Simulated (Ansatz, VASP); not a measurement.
**One calculation of SiW6, two programs**

Contents of INCAR:

```
SYSTEM = SiW6
PREC = Accurate
ENCUT = 520
EDIFF = 1E-6
ISMEAR = 0
SIGMA = 0.1
LREAL = .FALSE.
LASPH = .TRUE.
NELM = 60
ALGO = Normal
ISIF = 2
LWAVE = .FALSE.
LCHARG = .TRUE.
LDIPOL = .TRUE.
IDIPOL = 3
DIPOL = 0.5 0.5 0.316
GGA = PE
IVDW = 12
LELF = .TRUE.
LVHAR = .TRUE.
LVACPOTAV = .TRUE.
NBANDS = 53
```

KPOINTS

```
regular mesh
0
G
  6 6 1
  0 0 0
```

POSCAR

```
SiW6
1.0
    4.4682526324      0.0000000000      0.0000000000
   -2.2341263162      3.8696202902      0.0000000000
    0.0000000000      0.0000000000     21.7259061349
W Si
6 1
Direct
    0.6666666667      0.3333333333      0.1841119986
    0.3333333333      0.6666666667      0.2260931360
    0.0000000000      0.0000000000      0.2680742733
    0.6666666667      0.3333333333      0.3070897866
    0.3333333333      0.6666666667      0.3466976876
    0.0000000000      0.0000000000      0.3832248047
    0.4444444444      0.2222222222      0.4982948038
```

Input for Ansatz:

```yaml
crystal:
  lattice:
    - [4.4682526324, 0.0, 0.0]
    - [-2.2341263162, 3.8696202902, 0.0]
    - [0.0, 0.0, 21.7259061349]
  atoms:
    - { symbol: W, position: [0.6666666667, 0.3333333333, 0.1841119986] }
    - { symbol: W, position: [0.3333333333, 0.6666666667, 0.226093136] }
    - { symbol: W, position: [0.0, 0.0, 0.2680742733] }
    - { symbol: W, position: [0.6666666667, 0.3333333333, 0.3070897866] }
    - { symbol: W, position: [0.3333333333, 0.6666666667, 0.3466976876] }
    - { symbol: W, position: [0.0, 0.0, 0.3832248047] }
    - { symbol: Si, position: [0.4444444444, 0.2222222222, 0.4982948038] }
basis:
  ecutwfc: 420
kpoints:
  mp_grid: { grid: [6, 6, 1] }
hamiltonian:
  xc: pbe
  pseudopotentials: { kind: paw, azcp: { folder: soft_1 } }
  dispersion: d3bj
scf:
  occupations: { method: gaussian, width: 0.1 }
output:
  forces: true
  eigenvalues: true
efield:
  axis: 3
  dipole_correction: true
  ramp_width: 0.04
```

Alike in both runs: task single point; functional PBE; dispersion D3(BJ); k mesh 6 × 6 × 1; occupations gaussian, width 0.1 eV; no spin polarisation.

|  | VASP | Ansatz |
| --- | --- | --- |
| version | VASP 6.6.1 | Ansatz 0.2.0 |
| potentials or method | VASP PAW PBE potentials, release 64 (W_sv, Si), cutoff 520 eV | scalar-relativistic, plane waves, PAW |
| valence electrons in the cell | 88 | 88 |

Ansatz gave:

| Item | Value |
| --- | --- |
| gap on the k mesh at the Fermi level (eV) | none |
| rms of the force components (eV/Å) | 0.899 |
| work function, face that differs most (eV) | 3.88 |

Task: Which values does VASP return?

Result: gap on the k mesh at the Fermi level (eV): none; rms of the force components (eV/Å): 0.909; work function, face that differs most (eV): 3.89.

Atom by atom the forces differ by 0.021 eV/Å (rms over components). A gap of «none» marks a metal or a gap that the smearing closes.

Spin-orbit coupling is off throughout.
